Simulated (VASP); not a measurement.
Wanted: the native input for a VASP 6.6.1 run.

```
Task                   : single point
Functional             : PBE
Potentials or basis    : VASP PAW PBE potentials, release 64 (Cr_pv, O)
Cutoff                 : 600 eV
k mesh                 : 18 × 18 × 4
Occupations            : gaussian, width 0.1 eV
Spin                   : collinear spin, antiferromagnetic start
Starting moments       : [3.0, -3.0, 0.0, 0.0, 0.0, 0.0] μB
Dipole correction      : no
Further INCAR settings : ALGO = Normal; EDIFF = 1e-06; NBANDS = 37
```

The structure of CrO2 lies in POSCAR:

```
CrO2
1.0
    2.8937217999      0.0000000000      0.0000000000
   -1.4468609000      2.5060365902      0.0000000000
    0.0000000000      0.0000000000     10.6862546468
Cr O
2 4
Direct
    1.0000000000      0.0000000000      1.0000000000
    1.0000000000      0.0000000000      0.5000000000
    0.3333333333      0.6666666667      0.0887134882
    0.6666666667      0.3333333333      0.4112865118
    0.3333333333      0.6666666667      0.5887134882
    0.6666666667      0.3333333333      0.9112865118
```

These files were run (other wordings do the same):

INCAR

```
SYSTEM = CrO2
PREC = Accurate
ENCUT = 600
EDIFF = 1E-6
ISMEAR = 0
SIGMA = 0.1
LREAL = .FALSE.
LASPH = .TRUE.
NELM = 200
ALGO = Normal
ISIF = 2
LWAVE = .FALSE.
LCHARG = .FALSE.
ISPIN = 2
MAGMOM = 3 -3 0 0 0 0
LORBIT = 11
LMAXMIX = 4
GGA = PE
NBANDS = 37
GGA_COMPAT = .FALSE.
KPAR = 4
```

KPOINTS

```
Automatic mesh
0
G
  18 18 4
  0 0 0
```

Potentials or basis: VASP PAW PBE potentials, release 64 (Cr_pv, O).

Launch:

```console
$ cat potpaw_PBE.64/Cr_pv/POTCAR potpaw_PBE.64/O/POTCAR > POTCAR
$ mpirun -np 4 vasp_std > vasp.out
```

It gave:

| Property | Result |
| --- | --- |
| Pressure | 0.4 GPa |
| Largest force | 0.063 eV/Å |
| Band gap on the k mesh | zero (filled and empty bands overlap) |
| Net moment | 0.00 μB per cell |
| Site moments | Cr +2.07, -2.07; O -0.06, +0.06 (each value once) μB |
| Valence electrons inside the program's atomic spheres | Cr 10.87; O 5.00 |

Caveat: semilocal functionals often make such compounds metallic where correlation or magnetic order opens a gap, which also shifts bond lengths.

Run time: 2.4 min on 4 MPI ranks on Intel(R) Xeon(R) 6975P-C (Granite Rapids), on a shared host, peak memory 0.73 GiB a rank.
